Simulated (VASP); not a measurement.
# C (P3_112) in VASP: further runs, part 2 of 2

VASP 6.6.1.

## (3) Relaxation of cell and atoms, PBE

INCAR

```
ALGO     = Normal         # electronic algorithm
EDIFF    = 1E-6           # SCF threshold, eV
EDIFFG   = -0.01          # ionic threshold
ENCUT    = 600            # plane-wave cutoff, eV
GGA      = PE             # functional
IBRION   = 2              # ionic algorithm
ISIF     = 3              # what is computed and relaxed
ISMEAR   = 0              # smearing method
LASPH    = T              # aspherical terms in the spheres
LCHARG   = F              # write CHGCAR
LREAL    = F              # projectors in reciprocal space
LWAVE    = F              # write WAVECAR
NELM     = 80             # most SCF steps
NSW      = 100            # ionic steps
PREC     = Accurate       # precision mode
SIGMA    = 0.1            # smearing width, eV
```

KPOINTS

```
k-points
0
Gamma
  12 12 6
```

POSCAR

```
C
1.0
    3.7379830333      0.0000000000      0.0000000000
   -1.8689915166      3.2371882657      0.0000000000
    0.0000000000      0.0000000000      6.8606364766
C
9
Direct
    0.1441889748      0.1755893346      0.2740242110
    0.8244106654      0.9685996403      0.6073575443
    0.0314003597      0.8558110252      0.9406908777
    0.8244106654      0.8558110252      0.3926424557
    0.0314003597      0.1755893346      0.0593091223
    0.1441889748      0.9685996403      0.7259757890
    0.5048060924      0.4951939076      0.3333333333
    0.5048060924      0.0096121848      0.6666666667
    0.9903878152      0.4951939076      0.0000000000
```

Potentials or basis: VASP PAW PBE potentials, release 64 (C).

Run with:

```console
$ cat potpaw_PBE.64/C/POTCAR > POTCAR
$ mpirun -np 1 vasp_std > vasp.out
```

OUTCAR:

```text
EDIFF = 1E-6
   EDIFFG = -0.01
   ENCUT = 600
   GGA = PE
   IBRION = 2
   ISIF = 3
   ISMEAR = 0
   LASPH = T
   LREAL = F
   NELM = 80
   NSW = 100
   PREC = Accurate

 ion  position               nearest neighbor table
   1  0.144  0.176  0.274-   7 1.34   4 1.45   5 1.53
   2  0.824  0.969  0.607-   8 1.34   6 1.45   4 1.53
   3  0.031  0.856  0.941-   9 1.34   5 1.45   6 1.53
   4  0.824  0.856  0.393-   7 1.34   1 1.45   2 1.53
   5  0.031  0.176  0.059-   9 1.34   3 1.45   1 1.53
   6  0.144  0.969  0.726-   8 1.34   2 1.45   3 1.53
   7  0.505  0.495  0.333-   1 1.34   4 1.34
   8  0.505  0.010  0.667-   2 1.34   6 1.34
   9  0.990  0.495  0.000-   5 1.34   3 1.34

  LATTYP: Found a hexagonal cell.
 ALAT       =     3.7379830333
 C/A-ratio  =     1.8353845952

  Lattice vectors:

 A1 = (   3.7379830333,   0.0000000000,   0.0000000000)
 A2 = (  -1.8689915166,   3.2371882657,   0.0000000000)
 A3 = (   0.0000000000,   0.0000000000,   6.8606364766)

Analysis of symmetry for initial positions (statically):
=====================================================================
 Subroutine PRICEL returns:
 Original cell was already a primitive cell.

 Routine SETGRP: Setting up the symmetry group for a
 hexagonal supercell.

 Subroutine GETGRP returns: Found  6 space group operations
 (whereof  2 operations were pure point group operations)
 out of a pool of 24 trial point group operations.

The static configuration has the point symmetry C_2 .
 The point group associated with its full space group is D_3 .

Analysis of symmetry for dynamics (positions and initial velocities):
=====================================================================
 Subroutine PRICEL returns:
 Original cell was already a primitive cell.

 Routine SETGRP: Setting up the symmetry group for a
 hexagonal supercell.

 Subroutine GETGRP returns: Found  6 space group operations
 (whereof  2 operations were pure point group operations)
 out of a pool of 24 trial point group operations.

The dynamic configuration has the point symmetry C_2 .
 The point group associated with its full space group is D_3 .

 Subroutine INISYM returns: Found  6 space group operations
 (whereof  2 operations are pure point group operations),
 and found     1 'primitive' translations

----------------------------------------------------------------------------------------

                                     Primitive cell

  volume of cell :      83.0175

  direct lattice vectors                    reciprocal lattice vectors
     3.737983033  0.000000000  0.000000000     0.267523954  0.154455027  0.000000000
    -1.868991517  3.237188266  0.000000000     0.000000000  0.308910053  0.000000000
     0.000000000  0.000000000  6.860636477     0.000000000  0.000000000  0.145759071

  length of vectors
     3.737983033  3.737983033  6.860636477     0.308910053  0.308910053  0.145759071

  position of ions in fractional coordinates (direct lattice)
     0.144188975  0.175589335  0.274024211
     0.824410665  0.968599640  0.607357544
     0.031400360  0.855811025  0.940690878
     0.824410665  0.855811025  0.392642456
     0.031400360  0.175589335  0.059309122
[... 44 lines left out ...]
            Coordinates               Weight
  0.000000  0.000000  0.000000      1.000000
  0.083333 -0.000000  0.000000      6.000000
  0.166667 -0.000000  0.000000      6.000000
  0.250000 -0.000000  0.000000      6.000000
  0.333333 -0.000000  0.000000      6.000000
  0.416667 -0.000000  0.000000      6.000000
[... 16 lines left out ...]
  0.250000 -0.000000  0.166667     12.000000
  0.333333 -0.000000  0.166667     12.000000
 [... further k-points ...]
   k-points           NKPTS =    100   k-points in BZ     NKDIM =    100   number of bands    NBANDS=     23
   number of dos      NEDOS =    301   number of ions     NIONS =      9
   total plane-waves  NPLWV =  50400
   dimension x,y,z NGX =    30 NGY =   30 NGZ =   56
   dimension x,y,z NGXF=    60 NGYF=   60 NGZF=  112
   ions per type =               9
   NGX,Y,Z   is equivalent  to a cutoff of  13.34, 13.34, 13.57 a.u.
   NGXF,Y,Z  is equivalent  to a cutoff of  26.68, 26.68, 27.14 a.u.
 SYSTEM =  unknown system
   PREC   = accura    normal or accurate (medium, high low for compatibility)
   ISTART =      0    job   : 0-new  1-cont  2-samecut
   ICHARG =      2    charge: 1-file 2-atom 10-const
   ISPIN  =      1    spin polarized calculation?
   LNONCOLLINEAR =      F non collinear calculations
   LSORBIT =      F    spin-orbit coupling
   LASPH  =      T    aspherical Exc in radial PAW
   ENCUT  =  600.0 eV  44.10 Ry    6.64 a.u.   7.47  7.47 13.70*2*pi/ulx,y,z
   NELM   =     80;   NELMIN=  2; NELMDL= -5     # of ELM steps
   EDIFF  = 0.1E-05   stopping-criterion for ELM
   LREAL  =      F    real-space projection
   EDIFFG = -.1E-01   stopping-criterion for IOM
   NSW    =    100    number of steps for IOM
   IBRION =      2    ionic relax: 0-MD 1-quasi-New 2-CG
   NFREE  =      1    steps in history (QN), initial steepest desc. (CG)
   ISIF   =      3    stress and relaxation
   ISYM   =      2    0-nonsym 1-usesym 2-fastsym
   POTIM  = 0.5000    time-step for ionic-motion
   TEBEG  =    0.0;   TEEND  =   0.0 temperature during run
   PSTRESS=    0.0 pullay stress
   NELECT =      36.0000    total number of electrons
   NUPDOWN=      -1.0000    fix difference up-down
   EMIN   =  10.00;   EMAX   =-10.00  energy-range for DOS
   EFERMI =   0.00;   METHOD = LEGACY
   ISMEAR =     0;   SIGMA  =   0.10  broadening in eV -4-tet -1-fermi 0-gaus
   EFERMI_NEDOS =   21; number of points for ismear=-14 and -15
   IALGO  =     38    algorithm
   IMIX   =      4    mixing-type and parameters
     AMIX     =   0.40;   BMIX     =  1.00
     AMIX_MAG =   1.60;   BMIX_MAG =  1.00
  volume/ion in A,a.u.               =       9.22        62.25
  Fermi-wavevector in a.u.,A,eV,Ry     =   1.239136  2.341628 20.891187  1.535459
  Thomas-Fermi vector in A             =   2.373632
   LORBIT       =      0    0 simple, 1 ext, 2 COOP (PROOUT), +10 PAW based schemes
   GGA     = PE    functional components
   LHFCALC =     F    Hartree Fock is set to
   AEXX    =    0.0000 exact exchange contribution
   IVDW    =     0    specifies the selected vdW correction
   LEPSILON=     F    determine dielectric tensor
   LRPA    =     F    only Hartree local field effects (RPA)
 conjugate gradient relaxation of ions
 non-spin polarized calculation
 Gauss-broadening in eV      SIGMA  =   0.10
  energy-cutoff  :      600.00
  volume of cell :       83.02
 maximum number of plane-waves:      2824
 NGX is ok and might be reduce to    30
   NGX = 15   NGY = 15   NGZ = 27

--------------------------------------- Ionic step        1  -------------------------------------------

 number of electron      36.0000001 magnetization

 Free energy of the ion-electron system (eV)
  ---------------------------------------------------
  ext. energy  EPLUGINS =         0.00000000
  ---------------------------------------------------
  free energy    TOTEN  =       -73.05224327 eV

  energy without entropy =      -73.04951756  energy(sigma->0) =      -73.05088042

------------------------ aborting loop because EDIFF is reached ----------------------------------------

  FORCE on cell =-STRESS in cart. coord.  units (eV):
  Direction    XX          YY          ZZ          XY          YZ          ZX
  --------------------------------------------------------------------------------------
  -------------------------------------------------------------------------------------
  Total       -0.0798500     -0.0798500     -0.0629819     -0.0000000      0.0000000     -0.0000000
  in kB       -1.5410463     -1.5410463     -1.2155049     -0.0000000      0.0000000     -0.0000000
  external PRESSURE =      -1.4325325 kB  Pullay stress =       0.0000000 kB
[... 245 lines left out ...]
--------------------------------------- Ionic step        7  -------------------------------------------

 number of electron      36.0000001 magnetization

 Free energy of the ion-electron system (eV)
  ---------------------------------------------------
  ext. energy  EPLUGINS =         0.00000000
  ---------------------------------------------------
  free energy    TOTEN  =       -73.05239557 eV

  energy without entropy =      -73.04974427  energy(sigma->0) =      -73.05106992

 E-fermi :   4.3320     XC(G=0): -10.3701

 val. band max:        4.3294655624   @ k =  -0.1667   0.3333   0.3333
 cond. band min:       4.3737271346   @ k =   0.1667   0.0833   0.1667
 fundamental gap:      0.0442615722
 Fermi energy:         4.3320050900

 k-point     1 :       0.0000    0.0000    0.0000
  band No.  band energies     occupation
      1     -14.6053      2.00000
      2     -12.6104      2.00000
      3     -12.6104      2.00000
      4      -8.1054      2.00000
      5      -8.1054      2.00000
      6      -6.4850      2.00000
[... 613 lines left out ...]
     22       7.8852      0.00000
     23       9.9018      0.00000

 [... further k-points ...]
[... 5 lines left out ...]
  --------------------------------------------------------------------------------------
  -------------------------------------------------------------------------------------
  Total       -0.0035168     -0.0035168      0.0533561     -0.0000000      0.0000000      0.0000000
  in kB       -0.0679316     -0.0679316      1.0306458     -0.0000000      0.0000000      0.0000000
  external PRESSURE =       0.2982609 kB  Pullay stress =       0.0000000 kB
[... 24 lines left out ...]
  FREE ENERGIE OF THE ION-ELECTRON SYSTEM (eV)
  ---------------------------------------------------
  free  energy   TOTEN  =       -73.0523955731 eV

  energy  without entropy=      -73.0497442683  energy(sigma->0) =      -73.05106992

 reached required accuracy - stopping structural energy minimisation
```

Wall time 4.5 min (1 thread of AMD EPYC 9R45 (Zen 5), shared host); peak memory 0.28 GiB.

Results:

```
Free energy                           : -73.0524 eV
Relaxed volume                        : 9.22 Å³/atom
Relaxed cell                          : a = 3.738 Å, b = 3.738 Å, c = 6.854 Å, α = 90.00°, β = 90.00°, γ = 120.00°
Space group after relaxing (to 0.1 Å) : P3_112 (No. 151)
Energy gained by relaxing             : 0.0 meV/atom
Ionic steps                           : 7
Pressure after relaxing               : 0.0 GPa
Largest force after relaxing          : 0.008 eV/Å
Band gap on the k mesh                : zero (bands 18 and 19 overlap by 0.47 eV)
```

Forces on the atoms (eV/Å):
```
C    0.006  0.000 -0.003
C   -0.003  0.005 -0.003
C   -0.003 -0.005 -0.003
C    0.003 -0.005  0.003
C   -0.006  0.000  0.003
C    0.003  0.005  0.003
C    0.007 -0.004  0.000
C    0.000  0.008  0.000
C   -0.007 -0.004  0.000
```

Step by step:
| step | energy change (eV) | largest force (eV/Å) | pressure (GPa) | volume (Å³) |
| --- | --- | --- | --- | --- |
| 1 | 0.0000 | 0.0253 | -0.14 | 83.02 |
| 2 | 0.0001 | 0.0441 | 0.22 | 82.92 |
| 3 | -0.0001 | 0.0103 | 0.00 | 82.98 |
| 4 | -0.0001 | 0.0131 | 0.03 | 82.96 |
| 5 | -0.0001 | 0.0179 | 0.03 | 82.95 |
| 6 | -0.0001 | 0.0147 | 0.03 | 82.95 |
| 7 | -0.0002 | 0.0076 | 0.03 | 82.94 |

Final structure:
```
CELL_PARAMETERS angstrom
3.73809 0.00000 0.00000
-1.86905 3.23728 0.00000
0.00000 0.00000 6.85416
ATOMIC_POSITIONS crystal
C 0.14455 0.17542 0.27410
C 0.82458 0.96913 0.60743
C 0.03087 0.85545 0.94077
C 0.82458 0.85545 0.39257
C 0.03087 0.17542 0.05923
C 0.14455 0.96913 0.72590
C 0.50504 0.49496 0.33333
C 0.50504 0.01008 0.66667
C 0.98992 0.49496 0.00000
```

Caveat: this functional lacks dispersion, which binds layers or chains, so the pressure and a relaxed spacing across them are unreliable.

The gap in the log of VASP goes by the Fermi energy; the results here count the filled bands.